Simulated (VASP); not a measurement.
# Al (P6_3/mmc) in VASP: further runs

Runs on Al. Level: PBEsol+D3(BJ). Tasks: single point.

Program: VASP 6.6.1. These are calculated values, not measurements. Logs are shortened: lines on timing, memory, paths and dates and some standing lists are left out, and cuts for length are marked.

**1. The cell of the first run**

The structure is hexagonal, space group P6_3/mmc (No. 194). Conventional cell: a = 2.712 Å, b = 2.712 Å, c = 4.409 Å, α = 90.00°, β = 90.00°, γ = 120.00°. Within 3.6 Å of Al (site symmetry -6m2) lie 12 Al at 2.70 to 2.71 Å.

**2. Single point, PBEsol+D3(BJ)**

File INCAR:

```
SYSTEM = Al
PREC = Accurate
ENCUT = 520
EDIFF = 1E-7
ISMEAR = 0
SIGMA = 0.1
LREAL = .False.
LASPH = .True.
NELM = 60
ALGO = Normal
ISIF = 2
LWAVE = .False.
LCHARG = .False.
GGA = PS
IVDW = 12
NBANDS = 10
```

File KPOINTS:

```
regular mesh
0
Gamma
  18 18 10
  0 0 0
```

File POSCAR:

```
Al
1.0
    2.7124760809      0.0000000000      0.0000000000
   -1.3562380405      2.3490731932      0.0000000000
    0.0000000000      0.0000000000      4.4085675803
Al
2
Direct
    0.6666666667      0.3333333333      0.7500000000
    0.3333333333      0.6666666667      0.2500000000
```

Potentials or basis: VASP PAW PBE potentials, release 64 (Al).

Command:

```console
> cat potpaw_PBE.64/Al/POTCAR > POTCAR
> mpirun -np 1 vasp_std > vasp.out
```

OUTCAR:

```text
SYSTEM = Al
   PREC = Accurate
   ENCUT = 520
   EDIFF = 1E-7
   ISMEAR = 0
   LREAL = .False.
   LASPH = .True.
   NELM = 60
   ISIF = 2
   GGA = PS
   IVDW = 12
 IVDW          = 12

 ion  position               nearest neighbor table
   1  0.667  0.333  0.750-   2 2.70   2 2.70   2 2.70   2 2.70   2 2.70   2 2.70
   2  0.333  0.667  0.250-   1 2.70   1 2.70   1 2.70   1 2.70   1 2.70   1 2.70

  LATTYP: Found a hexagonal cell.
 ALAT       =     2.7124760809
 C/A-ratio  =     1.6252927026

  Lattice vectors:

 A1 = (   2.7124760809,   0.0000000000,   0.0000000000)
 A2 = (  -1.3562380405,   2.3490731932,   0.0000000000)
 A3 = (   0.0000000000,   0.0000000000,   4.4085675803)

Analysis of symmetry for initial positions (statically):
=====================================================================
 Subroutine PRICEL returns:
 Original cell was already a primitive cell.

 Routine SETGRP: Setting up the symmetry group for a
 hexagonal supercell.

 Subroutine GETGRP returns: Found 24 space group operations
 (whereof 12 operations were pure point group operations)
 out of a pool of 24 trial point group operations.

The static configuration has the point symmetry D_3d.
 The point group associated with its full space group is D_6h.

Analysis of symmetry for dynamics (positions and initial velocities):
=====================================================================
 Subroutine PRICEL returns:
 Original cell was already a primitive cell.

 Routine SETGRP: Setting up the symmetry group for a
 hexagonal supercell.

 Subroutine GETGRP returns: Found 24 space group operations
 (whereof 12 operations were pure point group operations)
 out of a pool of 24 trial point group operations.

The dynamic configuration has the point symmetry D_3d.
 The point group associated with its full space group is D_6h.

 Subroutine INISYM returns: Found 24 space group operations
 (whereof 12 operations are pure point group operations),
 and found     1 'primitive' translations

----------------------------------------------------------------------------------------

                                     Primitive cell

  volume of cell :      28.0905

  direct lattice vectors                    reciprocal lattice vectors
     2.712476081  0.000000000  0.000000000     0.368666845  0.212849902  0.000000000
    -1.356238041  2.349073193  0.000000000     0.000000000  0.425699805  0.000000000
     0.000000000  0.000000000  4.408567580     0.000000000  0.000000000  0.226831047

  length of vectors
     2.712476081  2.712476081  4.408567580     0.425699805  0.425699805  0.226831047

  position of ions in fractional coordinates (direct lattice)
     0.666666667  0.333333333  0.750000000
     0.333333333  0.666666667  0.250000000

  ion indices of the primitive-cell ions
   primitive index   ion index
                 1           1
                 2           2

----------------------------------------------------------------------------------------

 KPOINTS: regular mesh

Automatic generation of k-mesh.
 Grid dimensions read from file:
 generate k-points for:   18   18   10

 Generating k-lattice:

  Cartesian coordinates                     Fractional coordinates (reciprocal lattice)
     0.020481491  0.011824995  0.000000000     0.055555556  0.000000000  0.000000000
     0.000000000  0.023649989  0.000000000     0.000000000  0.055555556  0.000000000
     0.000000000  0.000000000  0.022683105     0.000000000  0.000000000  0.100000000

  Length of vectors
     0.023649989  0.023649989  0.022683105

  Shift w.r.t. Gamma in fractional coordinates (k-lattice)
     0.000000000  0.000000000  0.000000000

 Subroutine IBZKPT returns following result:
 ===========================================

 Found    222 irreducible k-points:

 Following reciprocal coordinates:
            Coordinates               Weight
  0.000000  0.000000  0.000000      1.000000
  0.055556 -0.000000  0.000000      6.000000
  0.111111 -0.000000  0.000000      6.000000
  0.166667 -0.000000  0.000000      6.000000
  0.222222  0.000000  0.000000      6.000000
  0.277778  0.000000  0.000000      6.000000
[... 16 lines left out ...]
  0.333333  0.111111  0.000000     12.000000
  0.388889  0.111111  0.000000     12.000000
 [... further k-points ...]
   k-points           NKPTS =    222   k-points in BZ     NKDIM =    222   number of bands    NBANDS=     10
   number of dos      NEDOS =    301   number of ions     NIONS =      2
   total plane-waves  NPLWV =  14400
   dimension x,y,z NGX =    20 NGY =   20 NGZ =   36
   dimension x,y,z NGXF=    40 NGYF=   40 NGZF=   72
   ions per type =               2
   NGX,Y,Z   is equivalent  to a cutoff of  12.26, 12.26, 13.58 a.u.
   NGXF,Y,Z  is equivalent  to a cutoff of  24.52, 24.52, 27.15 a.u.
 SYSTEM =  Al
   PREC   = accura    normal or accurate (medium, high low for compatibility)
   ISTART =      0    job   : 0-new  1-cont  2-samecut
   ICHARG =      2    charge: 1-file 2-atom 10-const
   ISPIN  =      1    spin polarized calculation?
   LNONCOLLINEAR =      F non collinear calculations
   LSORBIT =      F    spin-orbit coupling
   LASPH  =      T    aspherical Exc in radial PAW
   ENCUT  =  520.0 eV  38.22 Ry    6.18 a.u.   5.04  5.04  8.20*2*pi/ulx,y,z
   NELM   =     60;   NELMIN=  2; NELMDL= -5     # of ELM steps
   EDIFF  = 0.1E-06   stopping-criterion for ELM
   LREAL  =      F    real-space projection
   EDIFFG = 0.1E-05   stopping-criterion for IOM
   NSW    =      0    number of steps for IOM
   IBRION =     -1    ionic relax: 0-MD 1-quasi-New 2-CG
   NFREE  =      0    steps in history (QN), initial steepest desc. (CG)
   ISIF   =      2    stress and relaxation
   ISYM   =      2    0-nonsym 1-usesym 2-fastsym
   POTIM  = 0.5000    time-step for ionic-motion
   TEBEG  =    0.0;   TEEND  =   0.0 temperature during run
   PSTRESS=    0.0 pullay stress
   NELECT =       6.0000    total number of electrons
   NUPDOWN=      -1.0000    fix difference up-down
   EMIN   =  10.00;   EMAX   =-10.00  energy-range for DOS
   EFERMI =   0.00;   METHOD = LEGACY
   ISMEAR =     0;   SIGMA  =   0.10  broadening in eV -4-tet -1-fermi 0-gaus
   EFERMI_NEDOS =   21; number of points for ismear=-14 and -15
   IALGO  =     38    algorithm
   IMIX   =      4    mixing-type and parameters
     AMIX     =   0.40;   BMIX     =  1.00
     AMIX_MAG =   1.60;   BMIX_MAG =  1.00
  volume/ion in A,a.u.               =      14.05        94.78
  Fermi-wavevector in a.u.,A,eV,Ry     =   0.978600  1.849286 13.029730  0.957658
  Thomas-Fermi vector in A             =   2.109388
   LORBIT       =      0    0 simple, 1 ext, 2 COOP (PROOUT), +10 PAW based schemes
   GGA     = PS    functional components
   LHFCALC =     F    Hartree Fock is set to
   AEXX    =    0.0000 exact exchange contribution
   IVDW    =    12    specifies the selected vdW correction
   LEPSILON=     F    determine dielectric tensor
   LRPA    =     F    only Hartree local field effects (RPA)
 non-spin polarized calculation
 Gauss-broadening in eV      SIGMA  =   0.10
  energy-cutoff  :      520.00
  volume of cell :       28.09
 maximum number of plane-waves:       774
   NGX = 11   NGY = 11   NGZ = 17

 number of electron       6.0000000 magnetization

 Free energy of the ion-electron system (eV)
  ---------------------------------------------------
  ext. energy  EPLUGINS =         0.00000000
  ---------------------------------------------------
  free energy    TOTEN  =        -7.91158539 eV

  energy without entropy =       -7.90734971  energy(sigma->0) =       -7.90946755

 E-fermi :   9.7421     XC(G=0): -10.8607

 val. band max:        9.7410893886   @ k =   0.3333   0.2222   0.1000
 cond. band min:       9.7526699190   @ k =   0.0000   0.0000   0.3000
 fundamental gap:      0.0115805304
 Fermi energy:         9.7421475734

 k-point     1 :       0.0000    0.0000    0.0000
  band No.  band energies     occupation
      1      -2.5586      2.00000
      2       4.5145      2.00000
      3       5.1792      2.00000
      4      21.5401      0.00000
      5      21.5401      0.00000
      6      21.5915      0.00000
      7      21.5915      0.00000
      8      22.7220      0.00000
      9      25.3671      0.00000
     10      26.4129      0.00000

 k-point     2 :       0.0556   -0.0000    0.0000
  band No.  band energies     occupation
      1      -2.4760      2.00000
      2       4.5900      2.00000
      3       5.2585      2.00000
      4      19.6527      0.00000
      5      20.4120      0.00000
      6      21.5476      0.00000
      7      22.8351      0.00000
      8      23.4981      0.00000
      9      25.7471      0.00000
     10      26.0872      0.00000

 k-point     3 :       0.1111   -0.0000    0.0000
  band No.  band energies     occupation
      1      -2.2284      2.00000
      2       4.8165      2.00000
      3       5.4948      2.00000
      4      17.3923      0.00000
      5      19.3905      0.00000
      6      20.6215      0.00000
      7      23.6903      0.00000
      8      23.7063      0.00000
      9      24.1245      0.00000
     10      25.3011      0.00000

 k-point     4 :       0.1667   -0.0000    0.0000
  band No.  band energies     occupation
      1      -1.8169      2.00000
      2       5.1942      2.00000
      3       5.8831      2.00000
      4      15.1592      0.00000
      5      18.5053      0.00000
      6      19.5262      0.00000
      7      21.5251      0.00000
      8      22.5916      0.00000
      9      24.6645      0.00000
     10      24.6860      0.00000
[... 222 lines left out ...]
 k-point    22 :       0.2778    0.1111    0.0000
  band No.  band energies     occupation
      1       0.6217      2.00000
      2       7.4631      2.00000
      3       7.7685      2.00000
      4       9.6854      1.57801
      5      13.2777      0.00000
      6      15.6913      0.00000
      7      16.9664      0.00000
      8      19.9131      0.00000
      9      20.8964      0.00000
     10      21.9109      0.00000

 k-point    23 :       0.3333    0.1111    0.0000
  band No.  band energies     occupation
      1       1.6620      2.00000
      2       7.0721      2.00000
      3       8.4447      2.00000
      4       9.5563      1.99142
      5      12.7570      0.00000
      6      13.9627      0.00000
      7      15.5852      0.00000
      8      19.5096      0.00000
      9      20.5813      0.00000
     10      21.5632      0.00000

 k-point    24 :       0.3889    0.1111    0.0000
  band No.  band energies     occupation
      1       2.8491      2.00000
      2       5.6145      2.00000
      3       9.5656      1.98748
      4      10.4008      0.00000
      5      12.1765      0.00000
      6      12.3892      0.00000
      7      14.5747      0.00000
      8      19.2694      0.00000
      9      20.3894      0.00000
     10      21.3506      0.00000

 [... further k-points ...]

------------------------ aborting loop because EDIFF is reached ----------------------------------------

 Edisp (eV)   -0.74769

 E8    (eV) :    -0.5035

  FORCE on cell =-STRESS in cart. coord.  units (eV):
  Direction    XX          YY          ZZ          XY          YZ          ZX
  --------------------------------------------------------------------------------------
  -------------------------------------------------------------------------------------
  Total       2.12520     2.12520     2.12454    -0.00000     0.00000    -0.00000
  in kB     121.21324   121.21324   121.17554    -0.00000     0.00000    -0.00000
  external pressure =      121.20 kB  Pullay stress =        0.00 kB

 VOLUME and BASIS-vectors are now :
 -----------------------------------------------------------------------------
  energy-cutoff  :      520.00
  volume of cell :       28.09
      direct lattice vectors                 reciprocal lattice vectors
     2.712476081  0.000000000  0.000000000     0.368666845  0.212849902  0.000000000
    -1.356238041  2.349073193  0.000000000     0.000000000  0.425699805  0.000000000
     0.000000000  0.000000000  4.408567580     0.000000000  0.000000000  0.226831047

 POSITION                                       TOTAL-FORCE (eV/Angst)
 -----------------------------------------------------------------------------------
      1.35624      0.78302      3.30643         0.000000     -0.000000      0.000000
     -0.00000      1.56605      1.10214        -0.000000      0.000000      0.000000
 -----------------------------------------------------------------------------------
    total drift:                                0.000000     -0.000000      0.000000

  FREE ENERGIE OF THE ION-ELECTRON SYSTEM (eV)
  ---------------------------------------------------
  free  energy   TOTEN  =        -8.6592742115 eV

  energy  without entropy=       -8.6550385324  energy(sigma->0) =       -8.65715637
```

Wall time 16 s (1 thread of Intel Xeon 6975P-C (Granite Rapids), shared host); peak memory 0.18 GiB.

Results:

- Free energy: -8.6593 eV
- Pressure: 12.1 GPa
- Band gap on the k mesh: zero (band 3 reaches 14.26 eV, above the bottom of band 4 at 6.31 eV)
- Dispersion energy per atom: -0.374 eV

Caveat: the PAW data sets were made with another functional, which shifts forces and pressure a little; pairwise dispersion overbinds metals, which lowers pressure and volume.

**3. Single point, PBEsol+D3(BJ)**

This run uses another cell than the first one, of 15.02 Å³/atom, 1.070 times its volume.

File INCAR:

```
SYSTEM = Al
PREC     = Accurate       ! precision mode
ENCUT    = 520            ! plane-wave cutoff, eV
EDIFF    = 1E-7           ! SCF threshold, eV
ISMEAR   = 0              ! smearing method
SIGMA    = 0.1            ! smearing width, eV
LREAL    = .FALSE.        ! projectors in reciprocal space
LASPH    = .TRUE.         ! aspherical terms in the spheres
NELM     = 100            ! most SCF steps
ALGO     = Normal         ! electronic algorithm
ISIF     = 2              ! what is computed and relaxed
LWAVE    = .FALSE.        ! write WAVECAR
LCHARG   = .FALSE.        ! write CHGCAR
GGA      = PS             ! functional
IVDW     = 12             ! dispersion correction
NBANDS   = 10             ! bands
```

File KPOINTS:

```
Automatic mesh
0
G
  18 18 10
  0 0 0
```

File POSCAR:

```
Al
1.0
    2.7517621085      0.0000000000      0.0000000000
   -1.3758810543      2.3830958911      0.0000000000
    0.0000000000      0.0000000000      4.5819673394
Al
2
Direct
    0.6666666667      0.3333333333      0.7500000000
    0.3333333333      0.6666666667      0.2500000000
```

Potentials or basis: VASP PAW PBE potentials, release 64 (Al).

Command:

```console
> cat potpaw_PBE.64/Al/POTCAR > POTCAR
> mpirun -np 1 vasp_std > vasp.out
```

Run time: 16 s. Hardware: 1 thread of Intel Xeon 6975P-C (Granite Rapids), shared host; peak memory 0.18 GiB.

It converged, with:

| Property | Result |
| --- | --- |
| Free energy | -8.7548 eV |
| Pressure | 4.1 GPa |
| Band gap on the k mesh | zero (band 3 reaches 13.11 eV, above the bottom of band 4 at 5.68 eV) |
| Dispersion energy per atom | -0.349 eV |

Levels at points of the mesh, in eV from the Fermi level:
| k point | band 1 | band 2 | band 3 | band 4 | band 5 | band 6 | band 7 |
| --- | --- | --- | --- | --- | --- | --- | --- |
| (0.00, 0.00, 0.00) | -11.79 | -5.08 | -4.76 | 11.69 | 11.69 | 11.75 | 11.75 |
| (0.50, 0.00, 0.00) | -5.48 | -5.44 | 0.59 | 1.13 | 1.34 | 1.86 | 6.30 |
| (0.00, 0.00, 0.50) | -10.04 | -10.04 | 3.25 | 3.25 | 12.63 | 12.63 | 12.63 |
| (0.50, 0.00, 0.50) | -4.19 | -4.19 | -3.28 | -3.28 | 7.75 | 7.75 | 7.77 |

Caveat: the PAW data sets were made with another functional, which shifts forces and pressure a little; pairwise dispersion overbinds metals, which lowers pressure and volume.
